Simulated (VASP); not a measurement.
Input of a VASP 6.6.1 run:

INCAR

```
PREC     = Accurate       # precision mode
ENCUT    = 520            # plane-wave cutoff, eV
EDIFF    = 1E-6           # SCF threshold, eV
ISMEAR   = 0              # smearing method
SIGMA    = 0.15           # smearing width, eV
LREAL    = F              # projectors in reciprocal space
LASPH    = T              # aspherical terms in the spheres
NELM     = 60             # most SCF steps
ALGO     = Normal         # electronic algorithm
ISIF     = 2              # what is computed and relaxed
LWAVE    = F              # write WAVECAR
LCHARG   = T              # write CHGCAR
GGA      = PE             # functional
LELF     = T              # ELF
LVHAR    = T            
NBANDS   = 7              # bands
```

KPOINTS

```
regular mesh
0
Gamma
  20 20 20
```

The input POSCAR:

```
Mg
1.0
   -1.8391594046      1.8391594046      1.6076092356
    1.8391594046     -1.8391594046      1.6076092356
    1.8391594046      1.8391594046     -1.6076092356
Mg
1
Direct
    0.0000000000      0.0000000000      0.0000000000
```

Potentials or basis: VASP PAW PBE potentials, release 64 (Mg).

Launch:

```console
$ cat potpaw_PBE.64/Mg/POTCAR > POTCAR
$ mpirun -np 1 vasp_std > vasp.out
```

(1) What does it give for the pressure?

(2) Estimate the band gap on the k mesh.

Answers

(1) 2.2 GPa.

(2) zero (band 1 reaches 6.05 eV, above the bottom of band 2 at 1.40 eV).
